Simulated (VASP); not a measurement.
# HgTe (P6_3mc) in VASP: notebook

Runs on HgTe. Level: PBE. Tasks: relaxation of cell and atoms.

Program: VASP 6.6.1. These are calculated values, not measurements. Logs are shortened: lines on timing, memory, paths and dates and some standing lists are left out, and cuts for length are marked.

## Step 1: The cell of the first run

The structure is hexagonal, space group P6_3mc (No. 186). Conventional cell: a = 4.698 Å, b = 4.698 Å, c = 7.713 Å, α = 90.00°, β = 90.00°, γ = 120.00°. Hg (site symmetry 3m) has 4 Te at 2.88 to 2.89 Å within 3.8 Å. Within 3.8 Å of Te (site symmetry 3m) lie 4 Hg at 2.88 to 2.89 Å.

## Step 2: Relaxation of cell and atoms, PBE

INCAR

```
SYSTEM = HgTe
PREC = Accurate
ENCUT = 600
EDIFF = 1E-6
ISMEAR = 0
SIGMA = 0.1
LREAL = .False.
LASPH = .True.
NELM = 100
ALGO = Normal
ISIF = 3
LWAVE = .False.
LCHARG = .False.
GGA = PE
IBRION = 2
NSW = 100
EDIFFG = -0.005
```

KPOINTS

```
Automatic mesh
0
Gamma
  12 12 6
  0 0 0
```

POSCAR

```
HgTe
1.0
    4.6984519703      0.0000002984      0.0000000000
   -2.3492262435      4.0689786155      0.0000000000
    0.0000000000      0.0000000000      7.7128757318
Hg Te
2 2
Direct
    0.0000000000      0.0000000000      0.0001023822
    0.3333333333      0.6666666667      0.5001023822
    0.0000000000      0.0000000000      0.3748976178
    0.3333333333      0.6666666667      0.8748976178
```

Potentials or basis: VASP PAW PBE potentials, release 64 (Hg, Te).

Started as:

```console
> cat potpaw_PBE.64/Hg/POTCAR potpaw_PBE.64/Te/POTCAR > POTCAR
> mpirun -np 1 vasp_std > vasp.out
```

OUTCAR:

```text
SYSTEM = HgTe
   PREC = Accurate
   ENCUT = 600
   EDIFF = 1E-6
   ISMEAR = 0
   LREAL = .False.
   LASPH = .True.
   NELM = 100
   ISIF = 3
   GGA = PE
   IBRION = 2
   NSW = 100
   EDIFFG = -0.005

 ion  position               nearest neighbor table
   1  0.000  0.000  0.000-   4 2.88   4 2.88   4 2.88   3 2.89
   2  0.333  0.667  0.500-   3 2.88   3 2.88   3 2.88   4 2.89
   3  0.000  0.000  0.375-   2 2.88   2 2.88   2 2.88   1 2.89
   4  0.333  0.667  0.875-   1 2.88   1 2.88   1 2.88   2 2.89

  LATTYP: Found a hexagonal cell.
 ALAT       =     4.6984519703
 C/A-ratio  =     1.6415780731

  Lattice vectors:

 A1 = (   4.6984519703,   0.0000002984,   0.0000000000)
 A2 = (  -2.3492262435,   4.0689786155,   0.0000000000)
 A3 = (   0.0000000000,   0.0000000000,   7.7128757318)

Analysis of symmetry for initial positions (statically):
=====================================================================
 Subroutine PRICEL returns:
 Original cell was already a primitive cell.

 Routine SETGRP: Setting up the symmetry group for a
 hexagonal supercell.

 Subroutine GETGRP returns: Found 12 space group operations
 (whereof  6 operations were pure point group operations)
 out of a pool of 24 trial point group operations.

The static configuration has the point symmetry C_3v.
 The point group associated with its full space group is C_6v.

Analysis of symmetry for dynamics (positions and initial velocities):
=====================================================================
 Subroutine PRICEL returns:
 Original cell was already a primitive cell.

 Routine SETGRP: Setting up the symmetry group for a
 hexagonal supercell.

 Subroutine GETGRP returns: Found 12 space group operations
 (whereof  6 operations were pure point group operations)
 out of a pool of 24 trial point group operations.

The dynamic configuration has the point symmetry C_3v.
 The point group associated with its full space group is C_6v.

 Subroutine INISYM returns: Found 12 space group operations
 (whereof  6 operations are pure point group operations),
 and found     1 'primitive' translations

----------------------------------------------------------------------------------------

                                     Primitive cell

  volume of cell :     147.4540

  direct lattice vectors                    reciprocal lattice vectors
     4.698451970  0.000000298  0.000000000     0.212836051  0.122880969  0.000000000
    -2.349226243  4.068978615  0.000000000    -0.000000016  0.245761912  0.000000000
     0.000000000  0.000000000  7.712875732     0.000000000  0.000000000  0.129653327

  length of vectors
     4.698451970  4.698451970  7.712875732     0.245761912  0.245761912  0.129653327

  position of ions in fractional coordinates (direct lattice)
     0.000000000  0.000000000  0.000102382
     0.333333333  0.666666667  0.500102382
     0.000000000  0.000000000  0.374897618
     0.333333333  0.666666667  0.874897618

  ion indices of the primitive-cell ions
   primitive index   ion index
                 1           1
                 2           2
                 3           3
                 4           4

----------------------------------------------------------------------------------------

 KPOINTS: Automatic mesh

Automatic generation of k-mesh.
 Grid dimensions read from file:
 generate k-points for:   12   12    6

 Generating k-lattice:
[... 57 lines left out ...]
   LNONCOLLINEAR =      F non collinear calculations
   LSORBIT =      F    spin-orbit coupling
   LASPH  =      T    aspherical Exc in radial PAW
   ENCUT  =  600.0 eV  44.10 Ry    6.64 a.u.   9.38  9.38 15.40*2*pi/ulx,y,z
   NELM   =    100;   NELMIN=  2; NELMDL= -5     # of ELM steps
   EDIFF  = 0.1E-05   stopping-criterion for ELM
   LREAL  =      F    real-space projection
   EDIFFG = -.5E-02   stopping-criterion for IOM
   NSW    =    100    number of steps for IOM
   IBRION =      2    ionic relax: 0-MD 1-quasi-New 2-CG
   NFREE  =      1    steps in history (QN), initial steepest desc. (CG)
   ISIF   =      3    stress and relaxation
   ISYM   =      2    0-nonsym 1-usesym 2-fastsym
   POTIM  = 0.5000    time-step for ionic-motion
   TEBEG  =    0.0;   TEEND  =   0.0 temperature during run
   PSTRESS=    0.0 pullay stress
   NELECT =      36.0000    total number of electrons
   NUPDOWN=      -1.0000    fix difference up-down
   EMIN   =  10.00;   EMAX   =-10.00  energy-range for DOS
   EFERMI =   0.00;   METHOD = LEGACY
   ISMEAR =     0;   SIGMA  =   0.10  broadening in eV -4-tet -1-fermi 0-gaus
   EFERMI_NEDOS =   21; number of points for ismear=-14 and -15
   IALGO  =     38    algorithm
   IMIX   =      4    mixing-type and parameters
     AMIX     =   0.40;   BMIX     =  1.00
     AMIX_MAG =   1.60;   BMIX_MAG =  1.00
  volume/ion in A,a.u.               =      36.86       248.77
  Fermi-wavevector in a.u.,A,eV,Ry     =   1.023191  1.933551 14.244216  1.046920
  Thomas-Fermi vector in A             =   2.156911
   LORBIT       =      0    0 simple, 1 ext, 2 COOP (PROOUT), +10 PAW based schemes
   GGA     = PE    functional components
   LHFCALC =     F    Hartree Fock is set to
   AEXX    =    0.0000 exact exchange contribution
   IVDW    =     0    specifies the selected vdW correction
   LEPSILON=     F    determine dielectric tensor
   LRPA    =     F    only Hartree local field effects (RPA)
 conjugate gradient relaxation of ions
 non-spin polarized calculation
 Gauss-broadening in eV      SIGMA  =   0.10
  energy-cutoff  :      600.00
  volume of cell :      147.45
 maximum number of plane-waves:      4951
 NGX is ok and might be reduce to    40
   NGX = 19   NGY = 19   NGZ = 31

--------------------------------------- Ionic step        1  -------------------------------------------

 number of electron      36.0000003 magnetization

 Free energy of the ion-electron system (eV)
  ---------------------------------------------------
  ext. energy  EPLUGINS =         0.00000000
  ---------------------------------------------------
  free energy    TOTEN  =        -7.26998283 eV

  energy without entropy =       -7.26967705  energy(sigma->0) =       -7.26982994

------------------------ aborting loop because EDIFF is reached ----------------------------------------

  FORCE on cell =-STRESS in cart. coord.  units (eV):
  Direction    XX          YY          ZZ          XY          YZ          ZX
  --------------------------------------------------------------------------------------
  -------------------------------------------------------------------------------------
  Total        0.0346733      0.0346733      0.0368888      0.0000000     -0.0000000      0.0000000
  in kB        0.3767469      0.3767469      0.4008188      0.0000000     -0.0000000      0.0000000
  external PRESSURE =       0.3847709 kB  Pullay stress =       0.0000000 kB

 VOLUME and BASIS-vectors are now :
 -----------------------------------------------------------------------------
  energy-cutoff  :      600.00
  volume of cell :      147.45
      direct lattice vectors                 reciprocal lattice vectors
     4.698451970  0.000000298  0.000000000     0.212836051  0.122880969  0.000000000
    -2.349226243  4.068978615  0.000000000    -0.000000016  0.245761912  0.000000000
     0.000000000  0.000000000  7.712875732     0.000000000  0.000000000  0.129653327

 POSITION                                       TOTAL-FORCE (eV/Angst)
 -----------------------------------------------------------------------------------
      0.00000      0.00000      0.00079         0.000000     -0.000000      0.000480
     -0.00000      2.71265      3.85723        -0.000000      0.000000      0.000480
      0.00000      0.00000      2.89154        -0.000000      0.000000     -0.000480
     -0.00000      2.71265      6.74798         0.000000     -0.000000     -0.000480
 -----------------------------------------------------------------------------------
    total drift:                                0.000000     -0.000000      0.000059

  FREE ENERGIE OF THE ION-ELECTRON SYSTEM (eV)
  ---------------------------------------------------
  free  energy   TOTEN  =        -7.2699828259 eV

  energy  without entropy=       -7.2696770533  energy(sigma->0) =       -7.26982994

--------------------------------------- Ionic step        2  -------------------------------------------

 number of electron      36.0000003 magnetization

 Free energy of the ion-electron system (eV)
  ---------------------------------------------------
  ext. energy  EPLUGINS =         0.00000000
  ---------------------------------------------------
  free energy    TOTEN  =        -7.27000257 eV

  energy without entropy =       -7.26969650  energy(sigma->0) =       -7.26984953

 E-fermi :   2.2706     XC(G=0):  -8.3363

 val. band max:        2.2129307420   @ k =   0.0000   0.0000   0.0000
 cond. band min:       2.5846461816   @ k =   0.0833  -0.0000   0.0000
 fundamental gap:      0.3717154397
 Fermi energy:         2.2706342650

 k-point     1 :       0.0000    0.0000    0.0000
  band No.  band energies     occupation
      1      -9.1890      2.00000
      2      -8.7227      2.00000
      3      -4.6665      2.00000
      4      -4.6628      2.00000
      5      -4.6628      2.00000
      6      -4.5867      2.00000
[... 589 lines left out ...]
     21       6.3529      0.00000
     22       6.6044      0.00000

 [... further k-points ...]
[... 5 lines left out ...]
  --------------------------------------------------------------------------------------
  -------------------------------------------------------------------------------------
  Total        0.0104125      0.0104125      0.0120956      0.0000000      0.0000000      0.0000000
  in kB        0.1129931      0.1129931      0.1312582      0.0000000      0.0000000      0.0000000
  external PRESSURE =       0.1190814 kB  Pullay stress =       0.0000000 kB

 VOLUME and BASIS-vectors are now :
 -----------------------------------------------------------------------------
  energy-cutoff  :      600.00
  volume of cell :      147.64
      direct lattice vectors                 reciprocal lattice vectors
     4.700416785  0.000000299  0.000000000     0.212747084  0.122829604  0.000000000
    -2.350208651  4.070680195  0.000000000    -0.000000016  0.245659181  0.000000000
     0.000000000 -0.000000000  7.716307213     0.000000000 -0.000000000  0.129595670

 POSITION                                       TOTAL-FORCE (eV/Angst)
 -----------------------------------------------------------------------------------
     -2.35021      4.07068      0.00081        -0.000000     -0.000000      0.000270
     -0.00000      2.71379      3.85897         0.000000     -0.000000      0.000270
      4.70042      0.00000      2.89280         0.000000      0.000000     -0.000270
     -0.00000      2.71379      6.75096        -0.000000      0.000000     -0.000270
 -----------------------------------------------------------------------------------
    total drift:                                0.000000     -0.000000      0.000071

  FREE ENERGIE OF THE ION-ELECTRON SYSTEM (eV)
  ---------------------------------------------------
  free  energy   TOTEN  =        -7.2700025676 eV

  energy  without entropy=       -7.2696964971  energy(sigma->0) =       -7.26984953

 reached required accuracy - stopping structural energy minimisation
```

Run time: 6 min. Hardware: 1 thread of Intel Xeon Platinum 8259CL at 2.50GHz (Skylake/Cascade Lake), shared host; peak memory 0.52 GiB.

Results:

```yaml
Free_energy: -7.2700 eV
Relaxed_volume: 36.91 Å³/atom
Relaxed_cell: a = 4.700 Å, b = 4.700 Å, c = 7.716 Å, α = 90.00°, β = 90.00°, γ = 120.00°
Space_group_after_relaxing_to_0.05_Å: P6_3mc (No. 186)
Energy_gained_by_relaxing: 0.0 meV/atom
Ionic_steps: 2
Pressure_after_relaxing: 0.0 GPa
Band_gap_on_the_k_mesh: zero (filled and empty bands touch)
```

Final structure:
```
Hg Te
1.0
     4.70042    0.00000    0.00000
    -2.35021    4.07068    0.00000
     0.00000    0.00000    7.71631
Hg Te
2 2
Direct
  0.00000 0.00000 0.00011
  0.33333 0.66667 0.50011
  0.00000 0.00000 0.37489
  0.33333 0.66667 0.87489
```

Caveat: spin-orbit coupling is left out, which moves the levels of the heavy elements.

## Step 3: Relaxation of cell and atoms, PBE

This run uses another cell than the first one, of 33.22 Å³/atom, 0.901 times its volume.

INCAR

```
PREC = Accurate ; ENCUT = 600
EDIFF = 1E-7 ; ISMEAR = 0
SIGMA = 0.1 ; LREAL = False
LASPH = True ; NELM = 100
ALGO = Normal ; ISIF = 3
LWAVE = False ; LCHARG = False
GGA = PE ; IBRION = 2
NSW = 100 ; EDIFFG = -0.005
```

KPOINTS

```
Automatic mesh
0
Gamma
  12 12 6
```

POSCAR

```
HgTe
1.0
    4.5459890000      0.0000000000      0.0000000000
   -2.2729950000      3.9369420000      0.0000000000
    0.0000000000      0.0000000000      7.4235700000
Hg Te
2 2
Direct
    0.0000000000      0.0000000000      0.0000000000
    0.3333333300      0.6666666700      0.5000000000
    0.0000000000      0.0000000000      0.3750000000
    0.3333333300      0.6666666700      0.8750000000
```

Potentials or basis: VASP PAW PBE potentials, release 64 (Hg, Te).

Started as:

```console
> cat potpaw_PBE.64/Hg/POTCAR potpaw_PBE.64/Te/POTCAR > POTCAR
> mpirun -np 1 vasp_std > vasp.out
```

It took 13 min on 1 thread of Intel Xeon Platinum 8375C at 2.90GHz (Ice Lake), shared host; peak memory 0.47 GiB.

It converged, with:

* Free energy: -7.2681 eV
* Relaxed volume: 36.89 Å³/atom
* Relaxed cell: a = 4.701 Å, b = 4.701 Å, c = 7.711 Å, α = 90.00°, β = 90.00°, γ = 120.00°
* Space group after relaxing (to 0.05 Å): P6_3mc (No. 186)
* Energy gained by relaxing: 48.3 meV/atom
* Ionic steps: 7
* Pressure after relaxing: 0.0 GPa
* Largest force after relaxing: 0.004 eV/Å
* Band gap on the k mesh: zero (filled and empty bands touch)

Forces in eV/Å, atoms in the order of the input:
```
Hg   0.000  0.000  0.004
Hg   0.000  0.000  0.004
Te   0.000  0.000 -0.004
Te   0.000  0.000 -0.004
```

Step by step:
| step | energy change (eV) | largest force (eV/Å) | pressure (GPa) | volume (Å³) |
| --- | --- | --- | --- | --- |
| 1 | 0.0000 | 0.0144 | 4.68 | 132.86 |
| 2 | -0.1773 | 0.0009 | -1.01 | 152.39 |
| 3 | -0.1930 | 0.0006 | 0.02 | 147.47 |
| 4 | -0.1930 | 0.0006 | -0.05 | 147.78 |
| 5 | -0.1930 | 0.0034 | 0.01 | 147.54 |
| 6 | -0.1930 | 0.0034 | 0.00 | 147.54 |
| 7 | -0.1930 | 0.0038 | 0.00 | 147.57 |

Final structure:
```
Hg Te
1.0
     4.70089    0.00000    0.00000
    -2.35044    4.07109    0.00000
     0.00000    0.00000    7.71094
Hg Te
2 2
Direct
  0.00000 0.00000 0.99994
  0.33333 0.66667 0.49994
  0.00000 0.00000 0.37506
  0.33333 0.66667 0.87506
```

Levels at points of the mesh, in eV from the Fermi level:
| k point | band 14 | band 15 | band 16 | band 17 | band 18 | band 19 | band 20 | band 21 | band 22 |
| --- | --- | --- | --- | --- | --- | --- | --- | --- | --- |
| (0.00, 0.00, 0.00) | -0.97 | -0.88 | -0.88 | -0.12 | -0.06 | -0.06 | 0.50 | 4.29 | 4.29 |
| (0.50, 0.00, 0.00) | -4.46 | -2.76 | -1.97 | -1.42 | -0.89 | 1.53 | 1.76 | 4.04 | 4.84 |
| (0.00, 0.00, 0.50) | -3.25 | -0.50 | -0.50 | -0.50 | -0.50 | 0.82 | 0.82 | 4.76 | 4.76 |
| (0.50, 0.00, 0.50) | -4.96 | -1.56 | -1.56 | -1.48 | -1.48 | 1.38 | 1.38 | 3.63 | 3.63 |

Caveat: spin-orbit coupling is left out, which moves the levels of the heavy elements.
